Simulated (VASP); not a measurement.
# Zr (P6_3/mmc) in VASP: further runs

Zr is run at these levels: revPBE; tasks: single point.

Everything below comes from runs of VASP 6.6.1. Logs are shortened: lines on timing, memory, paths and dates and some standing lists are left out, and cuts for length are marked.

### Step 1. The cell of the first run

The structure is hexagonal, space group P6_3/mmc (No. 194). Conventional cell: a = 3.326 Å, b = 3.326 Å, c = 10.754 Å, α = 90.00°, β = 90.00°, γ = 120.00°. Within 4.3 Å of Zr (site symmetry -3m) lie 12 Zr at 3.30 to 3.33 Å. Within 4.3 Å of Zr (site symmetry -6m2) lie 12 Zr at 3.30 to 3.33 Å.

### Step 2. Single point, revPBE (volume scaled by 1.08)

INCAR reads:

```
SYSTEM = Zr
  PREC = Accurate
  ENCUT = 520
  EDIFF = 1E-6
  ISMEAR = -1
  SIGMA = 0.1
  LREAL = .False.
  LASPH = .True.
  NELM = 60
  ALGO = Normal
  ISIF = 2
  LWAVE = .False.
  LCHARG = .True.
  GGA = RE
  LELF = .True.
  LVHAR = .True.
  NBANDS = 32
```

KPOINTS reads:

```
regular mesh
0
Gamma
  13 13 4
  0 0 0
```

POSCAR reads:

```
Zr
1.0
    3.3261896316      0.0000000000      0.0000000000
   -1.6630948158      2.8805647187      0.0000000000
    0.0000000000      0.0000000000     10.7539850957
Zr
4
Direct
    1.0000000000      1.0000000000      0.0000000000
    0.0000000000      0.0000000000      0.5000000000
    0.3333333333      0.6666666667      0.2500000000
    0.6666666667      0.3333333333      0.7500000000
```

Potentials or basis: VASP PAW PBE potentials, release 64 (Zr_sv).

Run with:

```sh
$ cat potpaw_PBE.64/Zr_sv/POTCAR > POTCAR
$ mpirun -np 1 vasp_std > vasp.out
```

OUTCAR:

```text
SYSTEM = Zr
   PREC = Accurate
   ENCUT = 520
   EDIFF = 1E-6
   ISMEAR = -1
   LREAL = .False.
   LASPH = .True.
   NELM = 60
   ISIF = 2
   GGA = RE

 ion  position               nearest neighbor table
   1  0.000  0.000  0.000-   3 3.30   4 3.30   3 3.30   4 3.30   4 3.30   3 3.30
   2  0.000  0.000  0.500-   3 3.30   4 3.30   3 3.30   4 3.30   4 3.30   3 3.30
   3  0.333  0.667  0.250-   1 3.30   2 3.30   1 3.30   2 3.30   1 3.30   2 3.30
   4  0.667  0.333  0.750-   1 3.30   2 3.30   1 3.30   2 3.30   1 3.30   2 3.30

  LATTYP: Found a hexagonal cell.
 ALAT       =     3.3261896316
 C/A-ratio  =     3.2331244718

  Lattice vectors:

 A1 = (   3.3261896316,   0.0000000000,   0.0000000000)
 A2 = (  -1.6630948158,   2.8805647187,   0.0000000000)
 A3 = (   0.0000000000,   0.0000000000,  10.7539850957)

Analysis of symmetry for initial positions (statically):
=====================================================================
 Subroutine PRICEL returns:
 Original cell was already a primitive cell.

 Routine SETGRP: Setting up the symmetry group for a
 hexagonal supercell.

 Subroutine GETGRP returns: Found 24 space group operations
 (whereof 12 operations were pure point group operations)
 out of a pool of 24 trial point group operations.

The static configuration has the point symmetry D_3d.
 The point group associated with its full space group is D_6h.

Analysis of symmetry for dynamics (positions and initial velocities):
=====================================================================
 Subroutine PRICEL returns:
 Original cell was already a primitive cell.

 Routine SETGRP: Setting up the symmetry group for a
 hexagonal supercell.

 Subroutine GETGRP returns: Found 24 space group operations
 (whereof 12 operations were pure point group operations)
 out of a pool of 24 trial point group operations.

The dynamic configuration has the point symmetry D_3d.
 The point group associated with its full space group is D_6h.

 Subroutine INISYM returns: Found 24 space group operations
 (whereof 12 operations are pure point group operations),
 and found     1 'primitive' translations

----------------------------------------------------------------------------------------

                                     Primitive cell

  volume of cell :     103.0372

  direct lattice vectors                    reciprocal lattice vectors
[... 83 lines left out ...]
   ISTART =      0    job   : 0-new  1-cont  2-samecut
   ICHARG =      2    charge: 1-file 2-atom 10-const
   ISPIN  =      1    spin polarized calculation?
   LNONCOLLINEAR =      F non collinear calculations
   LSORBIT =      F    spin-orbit coupling
   LASPH  =      T    aspherical Exc in radial PAW
   ENCUT  =  520.0 eV  38.22 Ry    6.18 a.u.   6.18  6.18 20.00*2*pi/ulx,y,z
   NELM   =     60;   NELMIN=  2; NELMDL= -5     # of ELM steps
   EDIFF  = 0.1E-05   stopping-criterion for ELM
   LREAL  =      F    real-space projection
   EDIFFG = 0.1E-04   stopping-criterion for IOM
   NSW    =      0    number of steps for IOM
   IBRION =     -1    ionic relax: 0-MD 1-quasi-New 2-CG
   NFREE  =      0    steps in history (QN), initial steepest desc. (CG)
   ISIF   =      2    stress and relaxation
   ISYM   =      2    0-nonsym 1-usesym 2-fastsym
   POTIM  = 0.5000    time-step for ionic-motion
   TEBEG  =    0.0;   TEEND  =   0.0 temperature during run
   PSTRESS=    0.0 pullay stress
   NELECT =      48.0000    total number of electrons
   NUPDOWN=      -1.0000    fix difference up-down
   EMIN   =  10.00;   EMAX   =-10.00  energy-range for DOS
   EFERMI =   0.00;   METHOD = LEGACY
   ISMEAR =    -1;   SIGMA  =   0.10  broadening in eV -4-tet -1-fermi 0-gaus
   EFERMI_NEDOS =   21; number of points for ismear=-14 and -15
   IALGO  =     38    algorithm
   IMIX   =      4    mixing-type and parameters
     AMIX     =   0.40;   BMIX     =  1.00
     AMIX_MAG =   1.60;   BMIX_MAG =  1.00
  volume/ion in A,a.u.               =      25.76       173.83
  Fermi-wavevector in a.u.,A,eV,Ry     =   1.269085  2.398222 21.913211  1.610576
  Thomas-Fermi vector in A             =   2.402145
   LORBIT       =      0    0 simple, 1 ext, 2 COOP (PROOUT), +10 PAW based schemes
   GGA     = RE    functional components
   LHFCALC =     F    Hartree Fock is set to
   AEXX    =    0.0000 exact exchange contribution
   IVDW    =     0    specifies the selected vdW correction
   LEPSILON=     F    determine dielectric tensor
   LRPA    =     F    only Hartree local field effects (RPA)
 non-spin polarized calculation
  energy-cutoff  :      520.00
  volume of cell :      103.04
 maximum number of plane-waves:      2794
 NGX is ok and might be reduce to    28
   NGX = 13   NGY = 13   NGZ = 39

 number of electron      47.9999999 magnetization

 Free energy of the ion-electron system (eV)
  ---------------------------------------------------
  ext. energy  EPLUGINS =         0.00000000
  ---------------------------------------------------
  free energy    TOTEN  =       -32.50127096 eV

  energy without entropy =      -32.27827905  energy(sigma->0) =      -32.38977500

 E-fermi :   7.8878     XC(G=0): -10.5774

 val. band max:        7.8853380461   @ k =   0.4615   0.0000   0.0000
 cond. band min:       7.8880745656   @ k =   0.4615   0.0769   0.2500
 fundamental gap:      0.0027365195
 Fermi energy:         7.8877710450

 k-point     1 :       0.0000    0.0000    0.0000
  band No.  band energies     occupation
      1     -41.0969      2.00000
      2     -41.0563      2.00000
      3     -41.0428      2.00000
      4     -41.0017      2.00000
      5     -19.4293      2.00000
      6     -19.1003      2.00000
[... 829 lines left out ...]
     31       9.4298      0.00000
     32       9.5499      0.00000

 [... further k-points ...]
[... 5 lines left out ...]
  --------------------------------------------------------------------------------------
  -------------------------------------------------------------------------------------
  Total       -3.7037755     -3.7037755     -3.9629106      0.0000000      0.0000000     -0.0000000
  in kB      -57.5918684    -57.5918684    -61.6212903      0.0000000      0.0000000     -0.0000000
  external PRESSURE =     -58.9350090 kB  Pullay stress =       0.0000000 kB

 VOLUME and BASIS-vectors are now :
 -----------------------------------------------------------------------------
  energy-cutoff  :      520.00
  volume of cell :      103.04
      direct lattice vectors                 reciprocal lattice vectors
     3.326189632  0.000000000  0.000000000     0.300644314  0.173577076  0.000000000
    -1.663094816  2.880564719  0.000000000     0.000000000  0.347154151  0.000000000
     0.000000000  0.000000000 10.753985096     0.000000000  0.000000000  0.092988784

 POSITION                                       TOTAL-FORCE (eV/Angst)
 -----------------------------------------------------------------------------------
      0.00000      0.00000      0.00000         0.000000      0.000000      0.000000
      0.00000      0.00000      5.37699         0.000000      0.000000      0.000000
     -0.00000      1.92038      2.68850         0.000000     -0.000000      0.000000
      1.66309      0.96019      8.06549        -0.000000      0.000000     -0.000000
 -----------------------------------------------------------------------------------
    total drift:                                0.000000     -0.000000      0.000000

  FREE ENERGIE OF THE ION-ELECTRON SYSTEM (eV)
  ---------------------------------------------------
  free  energy   TOTEN  =       -32.5012709574 eV

  energy  without entropy=      -32.2782790518  energy(sigma->0) =      -32.38977500
```

OSZICAR:

```text
N       E                     dE             d eps       ncg     rms          rms(c)
DAV:   1     0.490183546262E+03    0.49018E+03   -0.25218E+04  4040   0.148E+03
DAV:   2     0.485363862276E+01   -0.48533E+03   -0.47096E+03  4624   0.435E+02
DAV:   3    -0.318447465534E+02   -0.36698E+02   -0.35403E+02  6840   0.850E+01
DAV:   4    -0.339954205345E+02   -0.21507E+01   -0.21413E+01  5880   0.199E+01
DAV:   5    -0.340813036134E+02   -0.85883E-01   -0.85865E-01  5960   0.349E+00    0.163E+01
DAV:   6    -0.327381510665E+02    0.13432E+01   -0.22147E+00  4288   0.916E+00    0.592E+00
DAV:   7    -0.324926454290E+02    0.24551E+00   -0.12910E+00  5400   0.613E+00    0.165E+00
DAV:   8    -0.325050696853E+02   -0.12424E-01   -0.16371E-01  5496   0.229E+00    0.131E+00
DAV:   9    -0.325013548517E+02    0.37148E-02   -0.72877E-02  5376   0.185E+00    0.249E-01
DAV:  10    -0.325012774536E+02    0.77398E-04   -0.66918E-03  5544   0.601E-01    0.516E-02
DAV:  11    -0.325012711468E+02    0.63067E-05   -0.46598E-04  5840   0.116E-01    0.239E-02
DAV:  12    -0.325012703513E+02    0.79558E-06   -0.19889E-05  5528   0.326E-02    0.850E-03
DAV:  13    -0.325012714240E+02   -0.10727E-05   -0.55905E-06  4952   0.192E-02    0.260E-03
DAV:  14    -0.325012709574E+02    0.46655E-06   -0.37704E-07  3072   0.393E-03
   1 F= -.32501271E+02 E0= -.32389775E+02  d E =-.222992E+00
```

Wall time 2.3 min (1 thread of AMD EPYC 9R45 (Zen 5), shared host); peak memory 0.29 GiB.

What came out:

| Property | Result |
| --- | --- |
| Free energy | -32.5013 eV |
| Pressure | -5.9 GPa |
| Band gap on the k mesh | zero (band 24 reaches 8.69 eV, above the bottom of band 25 at 7.42 eV) |

Caveat: the cell differs from its parent crystal (volume scaled by 1.08); the PAW data sets were made with another functional, which shifts forces and pressure a little.

### Step 3. Single point, revPBE (volume scaled by 1.12)

INCAR reads:

```
SYSTEM = Zr
ALGO     = Normal         ! electronic algorithm
EDIFF    = 1E-7           ! SCF threshold, eV
ENCUT    = 520            ! plane-wave cutoff, eV
GGA      = RE             ! functional
ISIF     = 2              ! what is computed and relaxed
ISMEAR   = -1             ! smearing method
LASPH    = .True.         ! aspherical terms in the spheres
LCHARG   = .True.         ! write CHGCAR
LELF     = .True.         ! ELF
LREAL    = .False.        ! projectors in reciprocal space
LVHAR    = .True.       
LWAVE    = .False.        ! write WAVECAR
NBANDS   = 32             ! bands
NELM     = 80             ! most SCF steps
PREC     = Accurate       ! precision mode
SIGMA    = 0.1            ! smearing width, eV
```

KPOINTS reads:

```
k-points
0
Gamma
  13 13 4
  0 0 0
```

POSCAR reads:

```
Zr
1.0
    3.3667569178      0.0000000000      0.0000000000
   -1.6833784589      2.9156970192      0.0000000000
    0.0000000000      0.0000000000     10.8851441817
Zr
4
Direct
    1.0000000000      1.0000000000      0.0000000000
    0.0000000000      0.0000000000      0.5000000000
    0.3333333333      0.6666666667      0.2500000000
    0.6666666667      0.3333333333      0.7500000000
```

Potentials or basis: VASP PAW PBE potentials, release 64 (Zr_sv).

Run with:

```sh
$ cat potpaw_PBE.64/Zr_sv/POTCAR > POTCAR
$ mpirun -np 1 vasp_std > vasp.out
```

Wall time 2.8 min (1 thread of AMD EPYC 9R45 (Zen 5), shared host); peak memory 0.3 GiB.

The run converged. Its results:

| Item | Value |
| --- | --- |
| Free energy | -32.3347 eV |
| Pressure | -8.2 GPa |
| Band gap on the k mesh | zero (band 24 reaches 8.31 eV, above the bottom of band 25 at 7.07 eV) |

Stress tensor (GPa, compression positive):
```
-8.03  0.00  0.00
 0.00 -8.03  0.00
 0.00  0.00 -8.50
```

Levels at points of the mesh, in eV from the Fermi level:
```csv
k point,band 21,band 22,band 23,band 24,band 25,band 26,band 27,band 28
"(0.00, 0.00, 0.00)",0.06,0.09,0.72,0.75,0.75,0.83,0.83,0.95
"(0.00, 0.00, 0.50)",0.20,0.20,0.62,0.62,0.89,0.89,0.89,0.89
```

Caveat: the cell differs from its parent crystal (volume scaled by 1.12); the PAW data sets were made with another functional, which shifts forces and pressure a little.

### Step 4. Single point, revPBE

This run uses another cell than the first one, of 23.85 Å³/atom, 0.926 times its volume.

INCAR reads:

```
SYSTEM = Zr
ALGO = Normal
EDIFF = 1E-6
ENCUT = 520
GGA = RE
ISIF = 2
ISMEAR = -1
LASPH = .True.
LCHARG = .False.
LREAL = .False.
LWAVE = .False.
NBANDS = 32
NELM = 80
PREC = Accurate
SIGMA = 0.1
```

KPOINTS reads:

```
k-points
0
Gamma
  15 15 4
  0 0 0
```

POSCAR reads:

```
Zr
1.0
    3.2419458278      0.0000000000      0.0000000000
   -1.6209729139      2.8076074445      0.0000000000
    0.0000000000      0.0000000000     10.4816143921
Zr
4
Direct
    1.0000000000      1.0000000000      0.0000000000
    0.0000000000      0.0000000000      0.5000000000
    0.3333333333      0.6666666667      0.2500000000
    0.6666666667      0.3333333333      0.7500000000
```

Run with:

```sh
$ cat potpaw_PBE.64/Zr_sv/POTCAR > POTCAR
$ mpirun -np 1 vasp_std > vasp.out
```

Wall time 2.1 min (1 thread of AMD EPYC 9R45 (Zen 5), shared host); peak memory 0.28 GiB.

It converged, with:

- Free energy: -32.6450 eV
- Pressure: 0.0 GPa
- Band gap on the k mesh: zero (band 24 reaches 9.52 eV, above the bottom of band 25 at 8.24 eV)

Levels at points of the mesh, in eV from the Fermi level:
```tsv
k point	band 20	band 21	band 22	band 23	band 24	band 25	band 26	band 27	band 28	band 29
(0.00, 0.00, 0.00)	-2.89	0.03	0.07	0.77	0.77	0.87	0.87	1.01	1.05	1.24
(0.00, 0.00, 0.50)	-3.02	0.37	0.37	0.62	0.62	0.92	0.92	0.92	0.92	1.15
```

Caveat: the PAW data sets were made with another functional, which shifts forces and pressure a little.

### Step 5. Overview

| cell | k mesh | gap on the mesh (eV) | pressure (GPa) |
| --- | --- | --- | --- |
| a = 3.326, b = 3.326, c = 10.754 Å, angles 90.0, 90.0, 120.0°, 4 atoms | 13 × 13 × 4 | none | -5.9 |
| a = 3.367, b = 3.367, c = 10.885 Å, angles 90.0, 90.0, 120.0°, 4 atoms | 13 × 13 × 4 | none | -8.2 |
| a = 3.242, b = 3.242, c = 10.482 Å, angles 90.0, 90.0, 120.0°, 4 atoms | 15 × 15 × 4 | none | 0.0 |

Alike in all rows: task single point; level revPBE; potentials or basis VASP PAW PBE potentials, release 64 (Zr_sv); no spin polarisation; cutoff (eV) 520; smearing fermi-dirac 0.1 eV.

Caveats: the PAW data sets were made with another functional, which shifts forces and pressure a little.

Total energies depend on the potentials used, so only differences within one code and one set of settings carry meaning.
